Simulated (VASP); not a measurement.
# Co (P6_3/mmc) in VASP: further runs

Runs on Co. Level: PBE. Tasks: single point.

All numbers are computed with VASP 6.6.1; they aren't measurements. Logs are shortened: lines on timing, memory, paths and dates and some standing lists are left out, and cuts for length are marked.

**1. The cell of the first run**

It takes space group P6_3/mmc (No. 194, hexagonal). Conventional cell: a = 2.471 Å, b = 2.471 Å, c = 8.088 Å, α = 90.00°, β = 90.00°, γ = 120.00°. Within 3.3 Å of Co (site symmetry -6m2) lie 12 Co at 2.47 Å. Co (site symmetry -3m) has 12 Co at 2.47 Å within 3.3 Å.

**2. Single point, PBE**

INCAR reads:

```
ALGO     = Normal         # electronic algorithm
EDIFF    = 1E-6           # SCF threshold, eV
ENCUT    = 600            # plane-wave cutoff, eV
GGA      = PE             # functional
GGA_COMPAT= F            
ISIF     = 2              # what is computed and relaxed
ISMEAR   = -1             # smearing method
LASPH    = T              # aspherical terms in the spheres
LCHARG   = T              # write CHGCAR
LELF     = T              # ELF
LREAL    = F              # projectors in reciprocal space
LVHAR    = T            
LWAVE    = F              # write WAVECAR
NBANDS   = 42             # bands
NELM     = 120            # most SCF steps
PREC     = Accurate       # precision mode
SIGMA    = 0.05           # smearing width, eV
```

KPOINTS reads:

```
k-points
0
Gamma
  12 12 4
```

POSCAR reads:

```
Co
1.0
    2.4705617809      0.0000000000      0.0000000000
   -1.2352808905      2.1395692639      0.0000000000
    0.0000000000      0.0000000000      8.0882338000
Co
4
Direct
    0.6666666667      0.3333333333      0.7500000000
    0.0000000000      0.0000000000      0.5000000000
    0.3333333333      0.6666666667      0.2500000000
    0.0000000000      0.0000000000      0.0000000000
```

Potentials or basis: VASP PAW PBE potentials, release 64 (Co_sv).

The run is started by

```bash
$ cat potpaw_PBE.64/Co_sv/POTCAR > POTCAR
$ mpirun -np 1 vasp_std > vasp.out
```

OUTCAR:

```text
EDIFF = 1E-6
   ENCUT = 600
   GGA = PE
   ISIF = 2
   ISMEAR = -1
   LASPH = T
   LREAL = F
   NELM = 120
   PREC = Accurate

 ion  position               nearest neighbor table
   1  0.667  0.333  0.750-   2 2.47   4 2.47   2 2.47   4 2.47   2 2.47   4 2.47
   2  0.000  0.000  0.500-   1 2.47   3 2.47   1 2.47   3 2.47   1 2.47   3 2.47
   3  0.333  0.667  0.250-   2 2.47   4 2.47   2 2.47   4 2.47   2 2.47   4 2.47
   4  0.000  0.000  0.000-   1 2.47   3 2.47   1 2.47   3 2.47   1 2.47   3 2.47

  LATTYP: Found a hexagonal cell.
 ALAT       =     2.4705617809
 C/A-ratio  =     3.2738439745

  Lattice vectors:

 A1 = (   2.4705617809,   0.0000000000,   0.0000000000)
 A2 = (  -1.2352808905,   2.1395692639,   0.0000000000)
 A3 = (   0.0000000000,   0.0000000000,   8.0882338000)

Analysis of symmetry for initial positions (statically):
=====================================================================
 Subroutine PRICEL returns:
 Original cell was already a primitive cell.

 Routine SETGRP: Setting up the symmetry group for a
 hexagonal supercell.

 Subroutine GETGRP returns: Found 24 space group operations
 (whereof 12 operations were pure point group operations)
 out of a pool of 24 trial point group operations.

The static configuration has the point symmetry D_3d.
 The point group associated with its full space group is D_6h.

Analysis of symmetry for dynamics (positions and initial velocities):
=====================================================================
 Subroutine PRICEL returns:
 Original cell was already a primitive cell.

 Routine SETGRP: Setting up the symmetry group for a
 hexagonal supercell.

 Subroutine GETGRP returns: Found 24 space group operations
 (whereof 12 operations were pure point group operations)
 out of a pool of 24 trial point group operations.

The dynamic configuration has the point symmetry D_3d.
 The point group associated with its full space group is D_6h.

 Subroutine INISYM returns: Found 24 space group operations
 (whereof 12 operations are pure point group operations),
 and found     1 'primitive' translations

----------------------------------------------------------------------------------------

                                     Primitive cell

[... 90 lines left out ...]
   LSORBIT =      F    spin-orbit coupling
   LASPH  =      T    aspherical Exc in radial PAW
   ENCUT  =  600.0 eV  44.10 Ry    6.64 a.u.   4.93  4.93 16.15*2*pi/ulx,y,z
   NELM   =    120;   NELMIN=  2; NELMDL= -5     # of ELM steps
   EDIFF  = 0.1E-05   stopping-criterion for ELM
   LREAL  =      F    real-space projection
   EDIFFG = 0.1E-04   stopping-criterion for IOM
   NSW    =      0    number of steps for IOM
   IBRION =     -1    ionic relax: 0-MD 1-quasi-New 2-CG
   NFREE  =      0    steps in history (QN), initial steepest desc. (CG)
   ISIF   =      2    stress and relaxation
   ISYM   =      2    0-nonsym 1-usesym 2-fastsym
   POTIM  = 0.5000    time-step for ionic-motion
   TEBEG  =    0.0;   TEEND  =   0.0 temperature during run
   PSTRESS=    0.0 pullay stress
   NELECT =      68.0000    total number of electrons
   NUPDOWN=      -1.0000    fix difference up-down
   EMIN   =  10.00;   EMAX   =-10.00  energy-range for DOS
   EFERMI =   0.00;   METHOD = LEGACY
   ISMEAR =    -1;   SIGMA  =   0.05  broadening in eV -4-tet -1-fermi 0-gaus
   EFERMI_NEDOS =   21; number of points for ismear=-14 and -15
   IALGO  =     38    algorithm
   IMIX   =      4    mixing-type and parameters
     AMIX     =   0.40;   BMIX     =  1.00
     AMIX_MAG =   1.60;   BMIX_MAG =  1.00
  volume/ion in A,a.u.               =      10.69        72.13
  Fermi-wavevector in a.u.,A,eV,Ry     =   1.910964  3.611199 49.685539  3.651784
  Thomas-Fermi vector in A             =   2.947679
   LORBIT       =      0    0 simple, 1 ext, 2 COOP (PROOUT), +10 PAW based schemes
   GGA     = PE    functional components
   LHFCALC =     F    Hartree Fock is set to
   AEXX    =    0.0000 exact exchange contribution
   IVDW    =     0    specifies the selected vdW correction
   LEPSILON=     F    determine dielectric tensor
   LRPA    =     F    only Hartree local field effects (RPA)
 non-spin polarized calculation
  energy-cutoff  :      600.00
  volume of cell :       42.75
 maximum number of plane-waves:      1473
 NGX is ok and might be reduce to    20
   NGX =  9   NGY =  9   NGZ = 33

 number of electron      68.0000018 magnetization

 Free energy of the ion-electron system (eV)
  ---------------------------------------------------
  ext. energy  EPLUGINS =         0.00000000
  ---------------------------------------------------
  free energy    TOTEN  =       -27.63876407 eV

  energy without entropy =      -27.55996622  energy(sigma->0) =      -27.59936514

 E-fermi :  12.1395     XC(G=0): -14.0092

 val. band max:       12.1328847857   @ k =   0.2500   0.0833   0.2500
 cond. band min:      12.1581970158   @ k =   0.3333   0.3333   0.2500
 fundamental gap:      0.0253122301
 Fermi energy:        12.1394819402

 k-point     1 :       0.0000    0.0000    0.0000
  band No.  band energies     occupation
      1     -82.9490      2.00000
      2     -82.9215      2.00000
      3     -82.9174      2.00000
      4     -82.8898      2.00000
      5     -46.3604      2.00000
      6     -46.1941      2.00000
[... 1069 lines left out ...]
     41      21.0472      0.00000
     42      22.3203      0.00000

 [... further k-points ...]

------------------------ aborting loop because EDIFF is reached ----------------------------------------

  FORCE on cell =-STRESS in cart. coord.  units (eV):
  Direction    XX          YY          ZZ          XY          YZ          ZX
  --------------------------------------------------------------------------------------
  -------------------------------------------------------------------------------------
  Total       -3.0764236     -3.0764236     -3.4880814      0.0000000      0.0000000      0.0000000
  in kB     -115.2871636   -115.2871636   -130.7137981      0.0000000      0.0000000      0.0000000
  external PRESSURE =    -120.4293751 kB  Pullay stress =       0.0000000 kB

 VOLUME and BASIS-vectors are now :
 -----------------------------------------------------------------------------
  energy-cutoff  :      600.00
  volume of cell :       42.75
      direct lattice vectors                 reciprocal lattice vectors
     2.470561781  0.000000000  0.000000000     0.404766239  0.233691897  0.000000000
    -1.235280890  2.139569264  0.000000000     0.000000000  0.467383794  0.000000000
     0.000000000  0.000000000  8.088233800     0.000000000  0.000000000  0.123636386

 POSITION                                       TOTAL-FORCE (eV/Angst)
 -----------------------------------------------------------------------------------
      1.23528      0.71319      6.06618         0.000000     -0.000000     -0.000000
      0.00000      0.00000      4.04412         0.000000     -0.000000     -0.000000
     -0.00000      1.42638      2.02206        -0.000000      0.000000      0.000000
      0.00000      0.00000      0.00000         0.000000     -0.000000     -0.000000
 -----------------------------------------------------------------------------------
    total drift:                                0.000000     -0.000000      0.000000

  FREE ENERGIE OF THE ION-ELECTRON SYSTEM (eV)
  ---------------------------------------------------
  free  energy   TOTEN  =       -27.6387640676 eV

  energy  without entropy=      -27.5599662191  energy(sigma->0) =      -27.59936514
```

stdout:

```text
POSCAR found type information on POSCAR Co
 POSCAR found :  1 types and       4 ions
 scaLAPACK will be used
 LDA part: xc-table for (Slater+PW92), standard interpolation
 POSCAR, INCAR and KPOINTS ok, starting setup
 FFT: planning ... GRIDC
 FFT: planning ... GRID_SOFT
 FFT: planning ... GRID
 WAVECAR not read
 entering main loop
```

Wall time 2 min (1 thread of Intel Xeon Platinum 8259CL at 2.50GHz (Skylake/Cascade Lake), shared host); peak memory 0.22 GiB.

What came out:

| Quantity | Value |
| --- | --- |
| Free energy | -27.6388 eV |
| Pressure | -12.0 GPa |
| Band gap on the k mesh | zero (band 34 reaches 12.60 eV, above the bottom of band 35 at 11.47 eV) |

Levels at points of the mesh, in eV from the Fermi level:
```tsv
k point	band 31	band 32	band 33	band 34	band 35	band 36	band 37	band 38
(0.00, 0.00, 0.00)	-1.55	-0.80	-0.80	-0.44	-0.44	-0.23	-0.18	-0.18
(0.50, 0.00, 0.00)	0.32	0.34	0.37	0.46	0.46	0.47	0.48	1.55
(0.00, 0.00, 0.50)	-1.61	-1.61	-0.62	-0.62	-0.62	-0.62	0.06	0.06
(0.50, 0.00, 0.50)	-0.04	-0.04	0.34	0.34	0.45	0.45	1.82	1.82
```

Caveat: the run has no spin polarisation, though such a crystal can be magnetic. Spin polarisation is off, so any magnetic state and its effect on volume and gap are missing.

**3. Single point, PBE, collinear spin, ferromagnetic start**

This run uses another cell than the first one, of 10.81 Å³/atom, 1.012 times its volume.

INCAR reads:

```
  ALGO = Normal
  EDIFF = 1E-7
  ENCUT = 520
  GGA = PE
  ISIF = 2
  ISMEAR = -1
  ISPIN = 2
  LASPH = T
  LCHARG = F
  LMAXMIX = 4
  LORBIT = 11
  LREAL = F
  LWAVE = F
  MAGMOM = 2 2 2 2
  NBANDS = 30
  NELM = 150
  PREC = Accurate
  SIGMA = 0.05
```

KPOINTS is that of step 2.

POSCAR reads:

```
Co
1.0
    2.4904239041      0.0000000000      0.0000000000
   -1.2452119521      2.1567703671      0.0000000000
    0.0000000000      0.0000000000      8.0537759414
Co
4
Direct
    0.6666666667      0.3333333333      0.7500000000
    0.0000000000      0.0000000000      0.5000000000
    0.3333333333      0.6666666667      0.2500000000
    0.0000000000      0.0000000000      0.0000000000
```

Potentials or basis: VASP PAW PBE potentials, release 64 (Co).

The run is started by

```bash
$ cat potpaw_PBE.64/Co/POTCAR > POTCAR
$ mpirun -np 1 vasp_std > vasp.out
```

It took 6.8 min on 1 thread of AMD EPYC 7R13, shared host; peak memory 0.21 GiB.

It converged, with:

- Free energy: -28.1305 eV
- Pressure: 1.2 GPa
- Net moment: 6.61 μB per cell
- Site moments: Co +1.68, +1.66 μB
- Valence electrons inside the program's atomic spheres: Co 8.28

Levels at points of the mesh, in eV from the Fermi level:
Spin up:
```csv
k point,band 20,band 21,band 22,band 23,band 24,band 25
"(0.00, 0.00, 0.00)",-1.21,-1.21,-0.81,-0.81,-0.15,6.32
"(0.50, 0.00, 0.00)",-0.55,0.24,1.36,2.42,3.05,6.91
"(0.00, 0.00, 0.50)",-1.68,-0.98,-0.98,-0.98,-0.98,9.38
"(0.50, 0.00, 0.50)",-0.61,1.20,1.20,2.76,2.76,7.29
```
Spin down:
```csv
k point,band 12,band 13,band 14,band 15,band 16,band 17
"(0.00, 0.00, 0.00)",-0.82,-0.82,-0.78,-0.78,-0.19,0.05
"(0.50, 0.00, 0.00)",-0.11,-0.07,0.50,1.17,1.21,1.22
"(0.00, 0.00, 0.50)",-1.03,-0.94,-0.94,-0.94,-0.94,0.24
"(0.50, 0.00, 0.50)",-0.84,-0.22,-0.22,0.82,0.82,1.18
```

**4. Single point, PBE, collinear spin, ferromagnetic start**

INCAR reads:

```
SYSTEM = Co
ALGO     = Normal         ! electronic algorithm
EDIFF    = 1E-6           ! SCF threshold, eV
ENCUT    = 520            ! plane-wave cutoff, eV
GGA      = PE             ! functional
ISIF     = 2              ! what is computed and relaxed
ISMEAR   = 0              ! smearing method
ISPIN    = 2              ! spin polarisation
LASPH    = .TRUE.         ! aspherical terms in the spheres
LCHARG   = .FALSE.        ! write CHGCAR
LMAXMIX  = 4              ! l up to which the mixer works
LORBIT   = 11             ! projections on sites
LREAL    = .FALSE.        ! projectors in reciprocal space
LWAVE    = .FALSE.        ! write WAVECAR
MAGMOM   = 2 2 2 2        ! initial moments
NBANDS   = 30             ! bands
NELM     = 150            ! most SCF steps
PREC     = Accurate       ! precision mode
SIGMA    = 0.013000000000000001 ! smearing width, eV
```

KPOINTS reads:

```
k-points
0
G
  12 12 4
  0 0 0
```

POSCAR reads:

```
Co
1.0
    2.4705617809      0.0000000000      0.0000000000
   -1.2352808905      2.1395692639      0.0000000000
    0.0000000000      0.0000000000      8.0882338000
Co
4
Direct
    0.6666666667      0.3333333333      0.7500000000
    0.0000000000      0.0000000000      0.5000000000
    0.3333333333      0.6666666667      0.2500000000
    0.0000000000      0.0000000000      0.0000000000
```

Potentials or basis: VASP PAW PBE potentials, release 64 (Co).

The run is started by

```bash
$ cat potpaw_PBE.64/Co/POTCAR > POTCAR
$ mpirun -np 1 vasp_std > vasp.out
```

OUTCAR:

```text
SYSTEM = Co
   EDIFF = 1E-6
   ENCUT = 520
   GGA = PE
   ISIF = 2
   ISMEAR = 0
   ISPIN = 2
   LASPH = .TRUE.
   LORBIT = 11
   LREAL = .FALSE.
   NELM = 150
   PREC = Accurate

 ion  position               nearest neighbor table
   1  0.667  0.333  0.750-   2 2.47   4 2.47   2 2.47   4 2.47   2 2.47   4 2.47
   2  0.000  0.000  0.500-   1 2.47   3 2.47   1 2.47   3 2.47   1 2.47   3 2.47
   3  0.333  0.667  0.250-   2 2.47   4 2.47   2 2.47   4 2.47   2 2.47   4 2.47
   4  0.000  0.000  0.000-   1 2.47   3 2.47   1 2.47   3 2.47   1 2.47   3 2.47

  LATTYP: Found a hexagonal cell.
 ALAT       =     2.4705617809
 C/A-ratio  =     3.2738439745

  Lattice vectors:

 A1 = (   2.4705617809,   0.0000000000,   0.0000000000)
 A2 = (  -1.2352808905,   2.1395692639,   0.0000000000)
 A3 = (   0.0000000000,   0.0000000000,   8.0882338000)

Analysis of symmetry for initial positions (statically):
=====================================================================
[... 1005 lines left out ...]
      6       8.8649      1.00000
[... 781 lines left out ...]
     29      25.6828      0.00000
     30      26.5656      0.00000

 [... further k-points ...]
[... 5 lines left out ...]
  --------------------------------------------------------------------------------------
  -------------------------------------------------------------------------------------
  Total        1.3914122      1.3914122      0.2307863     -0.0000000      0.0000000      0.0000000
  in kB       52.1423518     52.1423518      8.6485812     -0.0000000      0.0000000      0.0000000
  external PRESSURE =      37.6444283 kB  Pullay stress =       0.0000000 kB

 VOLUME and BASIS-vectors are now :
 -----------------------------------------------------------------------------
  energy-cutoff  :      520.00
  volume of cell :       42.75
      direct lattice vectors                 reciprocal lattice vectors
     2.470561781  0.000000000  0.000000000     0.404766239  0.233691897  0.000000000
    -1.235280890  2.139569264  0.000000000     0.000000000  0.467383794  0.000000000
     0.000000000  0.000000000  8.088233800     0.000000000  0.000000000  0.123636386

 POSITION                                       TOTAL-FORCE (eV/Angst)
 -----------------------------------------------------------------------------------
      1.23528      0.71319      6.06618        -0.000000      0.000000     -0.000000
      0.00000      0.00000      4.04412         0.000000      0.000000     -0.000000
     -0.00000      1.42638      2.02206        -0.000000     -0.000000      0.000000
      0.00000      0.00000      0.00000         0.000000      0.000000     -0.000000
 -----------------------------------------------------------------------------------
    total drift:                                0.000000     -0.000000      0.000000

  FREE ENERGIE OF THE ION-ELECTRON SYSTEM (eV)
  ---------------------------------------------------
  free  energy   TOTEN  =       -28.1007137953 eV

  energy  without entropy=      -28.1002296105  energy(sigma->0) =      -28.10047170

 total charge

# of ion       s       p       d       tot
------------------------------------------
    1        0.497   0.539   7.263   8.298
    2        0.498   0.535   7.272   8.304
    3        0.497   0.539   7.263   8.298
    4        0.498   0.535   7.272   8.304
--------------------------------------------------
tot          1.988   2.148  29.069  33.205

 magnetization (x)

# of ion       s       p       d       tot
------------------------------------------
    1       -0.013  -0.052   1.737   1.672
    2       -0.013  -0.049   1.710   1.649
    3       -0.013  -0.052   1.737   1.672
    4       -0.013  -0.049   1.710   1.649
--------------------------------------------------
tot         -0.052  -0.201   6.896   6.643
```

stdout:

```text
POSCAR found type information on POSCAR Co
 POSCAR found :  1 types and       4 ions
 scaLAPACK will be used
 LDA part: xc-table for (Slater+PW92), standard interpolation
 POSCAR, INCAR and KPOINTS ok, starting setup
 FFT: planning ... GRIDC
 FFT: planning ... GRID_SOFT
 FFT: planning ... GRID
 WAVECAR not read
 entering main loop
```

It took 89 s on 1 thread of AMD EPYC 9R45 (Zen 5), shared host; peak memory 0.2 GiB.

Results:

```yaml
Free_energy: -28.1007 eV
Pressure: 3.8 GPa
Net_moment: 6.58 μB per cell
Site_moments: Co +1.67, +1.65 μB
Valence_electrons_inside_the_program's_atomic_spheres: Co 8.30
```

Stress tensor (GPa, compression positive):
```
5.21 0.00 0.00
0.00 5.21 0.00
0.00 0.00 0.86
```

**5. Summary**

| potentials or basis | spin | cell | cutoff (eV) | smearing | second run | gap on the mesh (eV) | pressure (GPa) | moment (μB) |
| --- | --- | --- | --- | --- | --- | --- | --- | --- |
| VASP PAW PBE potentials, release 64 (Co_sv) | off | a = 2.471, b = 2.471, c = 8.088 Å, angles 90.0, 90.0, 120.0°, 4 atoms | 600 | fermi-dirac 0.05 eV | valence_matched | none | -12.0 | - |
| VASP PAW PBE potentials, release 64 (Co) | collinear, ferromagnetic start | a = 2.490, b = 2.490, c = 8.054 Å, angles 90.0, 90.0, 120.0°, 4 atoms | 520 | fermi-dirac 0.05 eV | - | none | 1.2 | 6.61 |
| VASP PAW PBE potentials, release 64 (Co) | collinear, ferromagnetic start | a = 2.471, b = 2.471, c = 8.088 Å, angles 90.0, 90.0, 120.0°, 4 atoms | 520 | gaussian 0.013 eV | - | none | 3.8 | 6.58 |

Alike in all rows: task single point; level PBE; k mesh 12 × 12 × 4.

Absolute energies hang on the potentials; compare differences alone.
